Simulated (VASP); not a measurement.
# Sb5Ru3 (Pm-3m) in VASP: relaxation of cell and atoms with PBE

Aim: the relaxation of cell and atoms of Sb5Ru3 with PBE.

Program: VASP 6.6.1. These are calculated values, not measurements. Logs are shortened: lines on timing, memory, paths and dates and some standing lists are left out, and cuts for length are marked.

## (1) The cell of the first run

The structure is cubic, space group Pm-3m (No. 221). Conventional cell: a = 5.579 Å, b = 5.579 Å, c = 5.579 Å, α = 90.00°, β = 90.00°, γ = 90.00°. Within 3.7 Å of Sb (site symmetry 4/mmm) lie 2 Sb at 2.79 Å and 4 Ru at 2.79 Å. Within 3.7 Å of Sb (site symmetry m-3m) lie 6 Sb at 2.79 Å. Within 3.7 Å of Sb (site symmetry m-3m) lie 6 Ru at 2.79 Å. Within 3.7 Å of Ru (site symmetry 4/mmm) lie 6 Sb at 2.79 Å.

The cell was generated, and may not be a known phase.

## (2) Relaxation of cell and atoms, PBE

Contents of INCAR:

```
  PREC = Accurate
  ENCUT = 600
  EDIFF = 1E-6
  ISMEAR = 0
  SIGMA = 0.1
  LREAL = False
  LASPH = True
  NELM = 100
  ALGO = Fast
  ISIF = 3
  LWAVE = False
  LCHARG = False
  GGA = PE
  IBRION = 2
  NSW = 100
  EDIFFG = -0.01
```

Contents of KPOINTS:

```
Automatic mesh
0
Gamma
  8 8 8
```

Contents of POSCAR:

```
Sb5Ru3
1.0
    5.5793258219      0.0000000000      0.0000000000
    0.0000000000      5.5793258219      0.0000000000
    0.0000000000      0.0000000000      5.5793258219
Sb Ru
5 3
Direct
    0.0000000000      0.5000000000      0.5000000000
    0.5000000000      0.0000000000      0.5000000000
    0.5000000000      0.5000000000      0.0000000000
    0.5000000000      0.5000000000      0.5000000000
    0.0000000000      0.0000000000      0.0000000000
    0.5000000000      0.0000000000      0.0000000000
    0.0000000000      0.5000000000      0.0000000000
    0.0000000000      0.0000000000      0.5000000000
```

Potentials or basis: VASP PAW PBE potentials, release 64 (Sb, Ru_pv).

Run with:

```console
$ cat potpaw_PBE.64/Sb/POTCAR potpaw_PBE.64/Ru_pv/POTCAR > POTCAR
$ mpirun -np 1 vasp_std > vasp.out
```

OUTCAR:

```text
PREC = Accurate
   ENCUT = 600
   EDIFF = 1E-6
   ISMEAR = 0
   LREAL = False
   LASPH = True
   NELM = 100
   ISIF = 3
   GGA = PE
   IBRION = 2
   NSW = 100
   EDIFFG = -0.01

 ion  position               nearest neighbor table
   1  0.000  0.500  0.500-   4 2.79   7 2.79   8 2.79   7 2.79   8 2.79   4 2.79
   2  0.500  0.000  0.500-   4 2.79   6 2.79   8 2.79   6 2.79   4 2.79   8 2.79
   3  0.500  0.500  0.000-   4 2.79   6 2.79   7 2.79   4 2.79   6 2.79   7 2.79
   4  0.500  0.500  0.500-   1 2.79   2 2.79   3 2.79   3 2.79   2 2.79   1 2.79
   5  0.000  0.000  0.000-   6 2.79   7 2.79   8 2.79   8 2.79   7 2.79   6 2.79
   6  0.500  0.000  0.000-   2 2.79   3 2.79   5 2.79   2 2.79   3 2.79   5 2.79
   7  0.000  0.500  0.000-   1 2.79   3 2.79   5 2.79   1 2.79   5 2.79   3 2.79
   8  0.000  0.000  0.500-   1 2.79   2 2.79   5 2.79   5 2.79   1 2.79   2 2.79

  LATTYP: Found a simple cubic cell.
 ALAT       =     5.5793258219

  Lattice vectors:

 A1 = (   5.5793258219,   0.0000000000,   0.0000000000)
 A2 = (   0.0000000000,   5.5793258219,   0.0000000000)
 A3 = (   0.0000000000,   0.0000000000,   5.5793258219)

Analysis of symmetry for initial positions (statically):
=====================================================================
 Subroutine PRICEL returns:
 Original cell was already a primitive cell.

 Routine SETGRP: Setting up the symmetry group for a
 simple cubic supercell.

 Subroutine GETGRP returns: Found 48 space group operations
 (whereof 48 operations were pure point group operations)
 out of a pool of 48 trial point group operations.

The static configuration has the point symmetry O_h .

Analysis of symmetry for dynamics (positions and initial velocities):
=====================================================================
 Subroutine PRICEL returns:
 Original cell was already a primitive cell.

 Routine SETGRP: Setting up the symmetry group for a
 simple cubic supercell.

 Subroutine GETGRP returns: Found 48 space group operations
 (whereof 48 operations were pure point group operations)
 out of a pool of 48 trial point group operations.

The dynamic configuration has the point symmetry O_h .

 Subroutine INISYM returns: Found 48 space group operations
 (whereof 48 operations are pure point group operations),
 and found     1 'primitive' translations

----------------------------------------------------------------------------------------
[... 114 lines left out ...]
   TEBEG  =    0.0;   TEEND  =   0.0 temperature during run
   PSTRESS=    0.0 pullay stress
   NELECT =      67.0000    total number of electrons
   NUPDOWN=      -1.0000    fix difference up-down
   EMIN   =  10.00;   EMAX   =-10.00  energy-range for DOS
   EFERMI =   0.00;   METHOD = LEGACY
   ISMEAR =     0;   SIGMA  =   0.10  broadening in eV -4-tet -1-fermi 0-gaus
   EFERMI_NEDOS =   21; number of points for ismear=-14 and -15
   IALGO  =     68    algorithm
   IMIX   =      4    mixing-type and parameters
     AMIX     =   0.40;   BMIX     =  1.00
     AMIX_MAG =   1.60;   BMIX_MAG =  1.00
  volume/ion in A,a.u.               =      21.71       146.50
  Fermi-wavevector in a.u.,A,eV,Ry     =   1.191749  2.252079 19.323880  1.420265
  Thomas-Fermi vector in A             =   2.327803
   LORBIT       =      0    0 simple, 1 ext, 2 COOP (PROOUT), +10 PAW based schemes
   GGA     = PE    functional components
   LHFCALC =     F    Hartree Fock is set to
   AEXX    =    0.0000 exact exchange contribution
   IVDW    =     0    specifies the selected vdW correction
   LEPSILON=     F    determine dielectric tensor
   LRPA    =     F    only Hartree local field effects (RPA)
 conjugate gradient relaxation of ions
 non-spin polarized calculation
 RMM-DIIS sequential band-by-band and
 Gauss-broadening in eV      SIGMA  =   0.10
  energy-cutoff  :      600.00
  volume of cell :      173.68
 maximum number of plane-waves:      5832
 NGX is ok and might be reduce to    48
   NGX = 23   NGY = 23   NGZ = 23

--------------------------------------- Ionic step        1  -------------------------------------------

 number of electron      66.9999987 magnetization

 Free energy of the ion-electron system (eV)
  ---------------------------------------------------
  ext. energy  EPLUGINS =         0.00000000
  ---------------------------------------------------
  free energy    TOTEN  =       -44.15154327 eV

  energy without entropy =      -44.10176154  energy(sigma->0) =      -44.12665240

------------------------ aborting loop because EDIFF is reached ----------------------------------------

  FORCE on cell =-STRESS in cart. coord.  units (eV):
  Direction    XX          YY          ZZ          XY          YZ          ZX
  --------------------------------------------------------------------------------------
  -------------------------------------------------------------------------------------
  Total        0.3769067      0.3769067      0.3769067      0.0000000      0.0000000     -0.0000000
  in kB        3.4769563      3.4769563      3.4769563      0.0000000      0.0000000     -0.0000000
  external PRESSURE =       3.4769563 kB  Pullay stress =       0.0000000 kB
[... 71 lines left out ...]
--------------------------------------- Ionic step        3  -------------------------------------------

 number of electron      66.9999986 magnetization

 Free energy of the ion-electron system (eV)
  ---------------------------------------------------
  ext. energy  EPLUGINS =         0.00000000
  ---------------------------------------------------
  free energy    TOTEN  =       -44.15212801 eV

  energy without entropy =      -44.10203921  energy(sigma->0) =      -44.12708361

 E-fermi :   9.1133     XC(G=0): -11.1149

 val. band max:        9.1075438660   @ k =   0.3750   0.2500   0.0000
 cond. band min:       9.1201774638   @ k =   0.3750   0.2500   0.1250
 fundamental gap:      0.0126335977
 Fermi energy:         9.1132618216

 k-point     1 :       0.0000    0.0000    0.0000
  band No.  band energies     occupation
      1     -32.6785      2.00000
      2     -32.6785      2.00000
      3     -32.6785      2.00000
      4     -32.5856      2.00000
      5     -32.5856      2.00000
      6     -32.5856      2.00000
[... 1021 lines left out ...]
     39      10.7009      0.00000
     40      12.2229      0.00000

 [... further k-points ...]

------------------------ aborting loop because EDIFF is reached ----------------------------------------

  FORCE on cell =-STRESS in cart. coord.  units (eV):
  Direction    XX          YY          ZZ          XY          YZ          ZX
  --------------------------------------------------------------------------------------
  -------------------------------------------------------------------------------------
  Total        0.0065953      0.0065953      0.0065953     -0.0000000      0.0000000     -0.0000000
  in kB        0.0606516      0.0606516      0.0606516     -0.0000000      0.0000000     -0.0000000
  external PRESSURE =       0.0606516 kB  Pullay stress =       0.0000000 kB
[... 23 lines left out ...]
  FREE ENERGIE OF THE ION-ELECTRON SYSTEM (eV)
  ---------------------------------------------------
  free  energy   TOTEN  =       -44.1521280133 eV

  energy  without entropy=      -44.1020392058  energy(sigma->0) =      -44.12708361

 reached required accuracy - stopping structural energy minimisation
```

OSZICAR:

```text
N       E                     dE             d eps       ncg     rms          rms(c)
DAV:   1     0.634108159877E+03    0.63411E+03   -0.35345E+04  3264   0.168E+03
DAV:   2    -0.617223617388E+01   -0.64028E+03   -0.62357E+03  3128   0.398E+02
DAV:   3    -0.435347749092E+02   -0.37363E+02   -0.35804E+02  3576   0.860E+01
[... 28 lines left out ...]
RMM:   4    -0.441521469911E+02    0.22478E-03   -0.35933E-03  2809   0.175E-01    0.676E-02
RMM:   5    -0.441521005695E+02    0.46422E-04   -0.55677E-04  2833   0.121E-01    0.285E-02
RMM:   6    -0.441521217657E+02   -0.21196E-04   -0.11726E-04  2921   0.342E-02    0.188E-02
RMM:   7    -0.441521284405E+02   -0.66748E-05   -0.18861E-05  2605   0.174E-02    0.319E-03
RMM:   8    -0.441521280133E+02    0.42716E-06   -0.51115E-06  2139   0.904E-03
   3 F= -.44152128E+02 E0= -.44127084E+02  d E =-.584741E-03
```

CONTCAR:

```text
Sb5Ru3
   1.00000000000000
     5.5851546449739722    0.0000000000000000   -0.0000000000000000
     0.0000000000000000    5.5851546449739722    0.0000000000000000
    -0.0000000000000000    0.0000000000000000    5.5851546449739722
  Sb              Ru
     5     3
Direct
     0.0000000000000000    0.5000000000000000    0.5000000000000000
     0.5000000000000000    0.0000000000000000    0.5000000000000000
     0.5000000000000000    0.5000000000000000    0.0000000000000000
     0.5000000000000000    0.5000000000000000    0.5000000000000000
     0.0000000000000000    0.0000000000000000    0.0000000000000000
     0.5000000000000000    0.0000000000000000    0.0000000000000000
     0.0000000000000000    0.5000000000000000    0.0000000000000000
     0.0000000000000000    0.0000000000000000    0.5000000000000000

  0.00000000E+00  0.00000000E+00  0.00000000E+00
  0.00000000E+00  0.00000000E+00  0.00000000E+00
  0.00000000E+00  0.00000000E+00  0.00000000E+00
  0.00000000E+00  0.00000000E+00  0.00000000E+00
  0.00000000E+00  0.00000000E+00  0.00000000E+00
  0.00000000E+00  0.00000000E+00  0.00000000E+00
  0.00000000E+00  0.00000000E+00  0.00000000E+00
  0.00000000E+00  0.00000000E+00  0.00000000E+00
```

It took 17 min on 1 thread of Oxide Virtual Turin-like, shared host; peak memory 0.46 GiB.

Results:

* Free energy: -44.1521 eV
* Relaxed volume: 21.78 Å³/atom
* Relaxed cell: a = 5.585 Å, b = 5.585 Å, c = 5.585 Å, α = 90.00°, β = 90.00°, γ = 90.00°
* Space group after relaxing (to 0.1 Å): Pm-3m (No. 221)
* Energy gained by relaxing: 0.1 meV/atom
* Ionic steps: 3
* Pressure after relaxing: 0.0 GPa
* Band gap on the k mesh: zero (an odd number of electrons rules out a gap without spin polarisation)

Step by step:
| step | energy change (eV) | largest force (eV/Å) | pressure (GPa) | volume (Å³) |
| --- | --- | --- | --- | --- |
| 1 | 0.0000 | 0.0000 | 0.35 | 173.68 |
| 2 | 0.0002 | 0.0000 | -0.37 | 174.87 |
| 3 | -0.0006 | 0.0000 | 0.01 | 174.22 |

Final structure:
```yaml
crystal:
  lattice:
    - [5.58515, 0.00000, 0.00000]
    - [0.00000, 5.58515, 0.00000]
    - [0.00000, 0.00000, 5.58515]
  atoms:
    - { symbol: Sb, position: [0.00000, 0.50000, 0.50000] }
    - { symbol: Sb, position: [0.50000, 0.00000, 0.50000] }
    - { symbol: Sb, position: [0.50000, 0.50000, 0.00000] }
    - { symbol: Sb, position: [0.50000, 0.50000, 0.50000] }
    - { symbol: Sb, position: [0.00000, 0.00000, 0.00000] }
    - { symbol: Ru, position: [0.50000, 0.00000, 0.00000] }
    - { symbol: Ru, position: [0.00000, 0.50000, 0.00000] }
    - { symbol: Ru, position: [0.00000, 0.00000, 0.50000] }
```

Caveat: spin-orbit coupling is left out, which moves the levels of the heavy elements; an odd number of electrons without spin polarisation forces a metal; a magnetic or distorted state may lie lower.
